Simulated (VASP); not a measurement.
# Ni (Im-3m) in VASP: single point with BLYP

Aim: the single point of Ni with BLYP.

Program: VASP 6.6.1. These are calculated values, not measurements. Logs are shortened: lines on timing, memory, paths and dates and some standing lists are left out, and cuts for length are marked.

### 1 The cell of the first run

The structure is cubic, space group Im-3m (No. 229). The conventional cell has a = 2.840 Å, b = 2.840 Å, c = 2.840 Å, α = 90.00°, β = 90.00°, γ = 90.00°. Ni (site symmetry m-3m) has 14 Ni at 2.46 to 2.84 Å within 3.2 Å.

This isn't the form of Ni at room conditions, which is fcc.

### 2 Single point, BLYP, collinear spin, antiferromagnetic start

File INCAR:

```
SYSTEM = Ni
AGGAC    = 1.0          
AGGAX    = 1.0          
ALDAC    = 0.0          
ALDAX    = 1.0          
ALGO     = Normal         ! electronic algorithm
EDIFF    = 1E-6           ! SCF threshold, eV
ENCUT    = 520            ! plane-wave cutoff, eV
GGA      = B5             ! functional
ISIF     = 2              ! what is computed and relaxed
ISMEAR   = -1             ! smearing method
ISPIN    = 2              ! spin polarisation
LASPH    = .True.         ! aspherical terms in the spheres
LCHARG   = .False.        ! write CHGCAR
LMAXMIX  = 4              ! l up to which the mixer works
LORBIT   = 11             ! projections on sites
LREAL    = .False.        ! projectors in reciprocal space
LWAVE    = .False.        ! write WAVECAR
MAGMOM   = 0.8 -0.8       ! initial moments
NBANDS   = 21             ! bands
NELM     = 150            ! most SCF steps
PREC     = Accurate       ! precision mode
SIGMA    = 0.05           ! smearing width, eV
```

File KPOINTS:

```
k-points
0
Gamma
  18 18 18
  0 0 0
```

File POSCAR:

```
Ni
1.0
    2.8401607866      0.0000000000      0.0000000000
    0.0000000000      2.8401607866      0.0000000000
    0.0000000000      0.0000000000      2.8401607866
Ni
2
Direct
    0.0000000000      0.0000000000      0.0000000000
    0.5000000000      0.5000000000      0.5000000000
```

Potentials or basis: VASP PAW PBE potentials, release 64 (Ni).

Launch:

```bash
$ cat potpaw_PBE.64/Ni/POTCAR > POTCAR
$ mpirun -np 1 vasp_std > vasp.out
```

OUTCAR:

```text
SYSTEM = Ni
   EDIFF = 1E-6
   ENCUT = 520
   GGA = B5
   ISIF = 2
   ISMEAR = -1
   ISPIN = 2
   LASPH = .True.
   LORBIT = 11
   LREAL = .False.
   NELM = 150
   PREC = Accurate

 ion  position               nearest neighbor table
   1  0.000  0.000  0.000-   2 2.46   2 2.46   2 2.46   2 2.46   2 2.46   2 2.46   2 2.46   2 2.46

   2  0.500  0.500  0.500-   1 2.46   1 2.46   1 2.46   1 2.46   1 2.46   1 2.46   1 2.46   1 2.46

  LATTYP: Found a simple cubic cell.
 ALAT       =     2.8401607866

  Lattice vectors:

 A1 = (   2.8401607866,   0.0000000000,   0.0000000000)
 A2 = (   0.0000000000,   2.8401607866,   0.0000000000)
 A3 = (   0.0000000000,   0.0000000000,   2.8401607866)

Analysis of symmetry for initial positions (statically):
=====================================================================
 Subroutine PRICEL returns following result:

  LATTYP: Found a body centered cubic cell.
 ALAT       =     2.8401607866

  Lattice vectors:

 A1 = (   1.4200803933,   1.4200803933,  -1.4200803933)
 A2 = (  -1.4200803933,   1.4200803933,   1.4200803933)
 A3 = (   1.4200803933,  -1.4200803933,   1.4200803933)

   2 primitive cells build up your supercell.

 Routine SETGRP: Setting up the symmetry group for a
 simple cubic supercell.

 Subroutine GETGRP returns: Found 48 space group operations
 (whereof 48 operations were pure point group operations)
 out of a pool of 48 trial point group operations.

The static configuration has the point symmetry O_h .

Analysis of symmetry for dynamics (positions and initial velocities):
=====================================================================
 Subroutine PRICEL returns following result:

  LATTYP: Found a body centered cubic cell.
 ALAT       =     2.8401607866

  Lattice vectors:

 A1 = (   1.4200803933,   1.4200803933,  -1.4200803933)
 A2 = (  -1.4200803933,   1.4200803933,   1.4200803933)
 A3 = (   1.4200803933,  -1.4200803933,   1.4200803933)

   2 primitive cells build up your supercell.

 Routine SETGRP: Setting up the symmetry group for a
 simple cubic supercell.

 Subroutine GETGRP returns: Found 48 space group operations
 (whereof 48 operations were pure point group operations)
 out of a pool of 48 trial point group operations.

The dynamic configuration has the point symmetry O_h .

Analysis of structural, dynamic, and magnetic symmetry:
=====================================================================
 Subroutine PRICEL returns following result:

  LATTYP: Found a body centered cubic cell.
 ALAT       =     2.8401607866

  Lattice vectors:

 A1 = (   1.4200803933,   1.4200803933,  -1.4200803933)
 A2 = (  -1.4200803933,   1.4200803933,   1.4200803933)
 A3 = (   1.4200803933,  -1.4200803933,   1.4200803933)

   2 primitive cells build up your supercell.

 Routine SETGRP: Setting up the symmetry group for a
 simple cubic supercell.

 Subroutine GETGRP returns: Found 48 space group operations
 (whereof 48 operations were pure point group operations)
 out of a pool of 48 trial point group operations.

The overall configuration has the point symmetry O_h .

 Subroutine INISYM returns: Found 48 space group operations
 (whereof 48 operations are pure point group operations),
 and found     2 'primitive' translations

----------------------------------------------------------------------------------------

                                     Primitive cell

  volume of cell :      11.4551

  direct lattice vectors                    reciprocal lattice vectors
     1.420080393  1.420080393 -1.420080393     0.352092742  0.352092742  0.000000000
    -1.420080393  1.420080393  1.420080393    -0.000000000  0.352092742  0.352092742
     1.420080393 -1.420080393  1.420080393     0.352092742  0.000000000  0.352092742

  length of vectors
     2.459651392  2.459651392  2.459651392     0.497934331  0.497934331  0.497934331

  position of ions in fractional coordinates (direct lattice)
     0.000000000  0.000000000  0.000000000

  ion indices of the primitive-cell ions
   primitive index   ion index
                 1           1

----------------------------------------------------------------------------------------

 KPOINTS: k-points

Automatic generation of k-mesh.
 Grid dimensions read from file:
 generate k-points for:   18   18   18

 Generating k-lattice:

  Cartesian coordinates                     Fractional coordinates (reciprocal lattice)
     0.019560708  0.000000000  0.000000000     0.055555556  0.000000000  0.000000000
     0.000000000  0.019560708  0.000000000     0.000000000  0.055555556  0.000000000
     0.000000000  0.000000000  0.019560708     0.000000000  0.000000000  0.055555556

  Length of vectors
     0.019560708  0.019560708  0.019560708

  Shift w.r.t. Gamma in fractional coordinates (k-lattice)
     0.000000000  0.000000000  0.000000000

 Subroutine IBZKPT returns following result:
 ===========================================

 Found    220 irreducible k-points:

 Following reciprocal coordinates:
            Coordinates               Weight
  0.000000  0.000000  0.000000      1.000000
  0.055556  0.000000  0.000000      6.000000
  0.111111  0.000000  0.000000      6.000000
  0.166667  0.000000  0.000000      6.000000
  0.222222  0.000000  0.000000      6.000000
  0.277778  0.000000  0.000000      6.000000
[... 16 lines left out ...]
  0.277778  0.111111  0.000000     24.000000
  0.333333  0.111111  0.000000     24.000000
 [... further k-points ...]
   k-points           NKPTS =    220   k-points in BZ     NKDIM =    220   number of bands    NBANDS=     21
   number of dos      NEDOS =    301   number of ions     NIONS =      2
   total plane-waves  NPLWV =  13824
   dimension x,y,z NGX =    24 NGY =   24 NGZ =   24
   dimension x,y,z NGXF=    48 NGYF=   48 NGZF=   48
   ions per type =               2
   NGX,Y,Z   is equivalent  to a cutoff of  14.05, 14.05, 14.05 a.u.
   NGXF,Y,Z  is equivalent  to a cutoff of  28.10, 28.10, 28.10 a.u.
 SYSTEM =  Ni
   PREC   = accura    normal or accurate (medium, high low for compatibility)
   ISTART =      0    job   : 0-new  1-cont  2-samecut
   ICHARG =      2    charge: 1-file 2-atom 10-const
   ISPIN  =      2    spin polarized calculation?
   LNONCOLLINEAR =      F non collinear calculations
   LSORBIT =      F    spin-orbit coupling
   LASPH  =      T    aspherical Exc in radial PAW
   ENCUT  =  520.0 eV  38.22 Ry    6.18 a.u.   5.28  5.28  5.28*2*pi/ulx,y,z
   NELM   =    150;   NELMIN=  2; NELMDL= -5     # of ELM steps
   EDIFF  = 0.1E-05   stopping-criterion for ELM
   LREAL  =      F    real-space projection
   EDIFFG = 0.1E-04   stopping-criterion for IOM
   NSW    =      0    number of steps for IOM
   IBRION =     -1    ionic relax: 0-MD 1-quasi-New 2-CG
   NFREE  =      0    steps in history (QN), initial steepest desc. (CG)
   ISIF   =      2    stress and relaxation
   ISYM   =      2    0-nonsym 1-usesym 2-fastsym
   POTIM  = 0.5000    time-step for ionic-motion
   TEBEG  =    0.0;   TEEND  =   0.0 temperature during run
   PSTRESS=    0.0 pullay stress
   NELECT =      20.0000    total number of electrons
   NUPDOWN=      -1.0000    fix difference up-down
   EMIN   =  10.00;   EMAX   =-10.00  energy-range for DOS
   EFERMI =   0.00;   METHOD = LEGACY
   ISMEAR =    -1;   SIGMA  =   0.05  broadening in eV -4-tet -1-fermi 0-gaus
   EFERMI_NEDOS =   21; number of points for ismear=-14 and -15
   IALGO  =     38    algorithm
   IMIX   =      4    mixing-type and parameters
     AMIX     =   0.40;   BMIX     =  1.00
     AMIX_MAG =   1.60;   BMIX_MAG =  1.00
  volume/ion in A,a.u.               =      11.46        77.30
  Fermi-wavevector in a.u.,A,eV,Ry     =   1.564619  2.956701 33.307501  2.448032
  Thomas-Fermi vector in A             =   2.667216
   LORBIT       =     11    0 simple, 1 ext, 2 COOP (PROOUT), +10 PAW based schemes
   GGA     = B5    functional components
   LHFCALC =     F    Hartree Fock is set to
   AEXX    =    0.0000 exact exchange contribution
   IVDW    =     0    specifies the selected vdW correction
   LEPSILON=     F    determine dielectric tensor
   LRPA    =     F    only Hartree local field effects (RPA)
 spin polarized calculation
  energy-cutoff  :      520.00
  volume of cell :       22.91
 maximum number of plane-waves:       635
 NGX is ok and might be reduce to    24
   NGX = 11   NGY = 11   NGZ = 11

 number of electron      19.9999996 magnetization       0.0000000

 number of electron      19.9999996 magnetization      -0.0000000

 Free energy of the ion-electron system (eV)
  ---------------------------------------------------
  ext. energy  EPLUGINS =         0.00000000
  ---------------------------------------------------
  free energy    TOTEN  =        -9.02708787 eV

  energy without entropy =       -8.99132798  energy(sigma->0) =       -9.00920792

 E-fermi :   8.9151     XC(G=0): -12.3648

 val. band max:        8.9140750213   @ k =   0.1111   0.0000   0.0000
 cond. band min:       8.9185579322   @ k =   0.3889   0.2222   0.1111
 fundamental gap:      0.0044829109
 Fermi energy:         8.9151023069

 spin component 1

 k-point     1 :       0.0000    0.0000    0.0000
  band No.  band energies     occupation
      1       0.6055      1.00000
      2       5.3030      1.00000
      3       5.3030      1.00000
      4       7.1514      1.00000
      5       7.1514      1.00000
      6       7.1514      1.00000
[... 550 lines left out ...]
      5       7.1056      1.00000
      6       7.7339      1.00000
[... 13 lines left out ...]
     20      33.7081      0.00000
     21      36.8922      0.00000

 [... further k-points ...]

 spin component 2

 k-point     1 :       0.0000    0.0000    0.0000
  band No.  band energies     occupation
      1       0.6055      1.00000
      2       5.3030      1.00000
      3       5.3030      1.00000
      4       7.1514      1.00000
      5       7.1514      1.00000
      6       7.1514      1.00000
[... 550 lines left out ...]
      5       7.1056      1.00000
      6       7.7339      1.00000
[... 13 lines left out ...]
     20      33.7081      0.00000
     21      36.8922      0.00000

 [... further k-points ...]

------------------------ aborting loop because EDIFF is reached ----------------------------------------

  FORCE on cell =-STRESS in cart. coord.  units (eV):
  Direction    XX          YY          ZZ          XY          YZ          ZX
  --------------------------------------------------------------------------------------
  -------------------------------------------------------------------------------------
  Total        0.0108462      0.0108462      0.0108462     -0.0000000      0.0000000     -0.0000000
  in kB        0.7585062      0.7585062      0.7585062     -0.0000000      0.0000000     -0.0000000
  external PRESSURE =       0.7585062 kB  Pullay stress =       0.0000000 kB

 VOLUME and BASIS-vectors are now :
 -----------------------------------------------------------------------------
  energy-cutoff  :      520.00
  volume of cell :       22.91
      direct lattice vectors                 reciprocal lattice vectors
     2.840160787  0.000000000  0.000000000     0.352092742  0.000000000  0.000000000
     0.000000000  2.840160787  0.000000000     0.000000000  0.352092742  0.000000000
     0.000000000  0.000000000  2.840160787     0.000000000  0.000000000  0.352092742

 POSITION                                       TOTAL-FORCE (eV/Angst)
 -----------------------------------------------------------------------------------
      0.00000      0.00000      0.00000        -0.000000     -0.000000     -0.000000
      1.42008      1.42008      1.42008         0.000000      0.000000      0.000000
 -----------------------------------------------------------------------------------
    total drift:                                0.000000      0.000000     -0.000000

  FREE ENERGIE OF THE ION-ELECTRON SYSTEM (eV)
  ---------------------------------------------------
  free  energy   TOTEN  =        -9.0270878690 eV

  energy  without entropy=       -8.9913279802  energy(sigma->0) =       -9.00920792

 total charge

# of ion       s       p       d       tot
------------------------------------------
    1        0.473   0.430   8.372   9.276
    2        0.473   0.430   8.372   9.276
--------------------------------------------------
tot          0.947   0.861  16.744  18.552

 magnetization (x)

# of ion       s       p       d       tot
------------------------------------------
    1       -0.000  -0.000   0.000   0.000
    2        0.000   0.000  -0.000  -0.000
--------------------------------------------------
tot          0.000   0.000   0.000   0.000
```

Run time: 1.9 min. Hardware: 1 thread of Intel Xeon Platinum 8259CL at 2.50GHz (Skylake/Cascade Lake), shared host; peak memory 0.25 GiB.

Results:

- Free energy: -9.0271 eV
- Pressure: 0.1 GPa
- Band gap on the k mesh: zero (filled and empty bands overlap)
- Net moment: 0.00 μB per cell
- Valence electrons inside the program's atomic spheres: Ni 9.28

Caveat: the PAW data sets were made with another functional, which shifts forces and pressure a little.
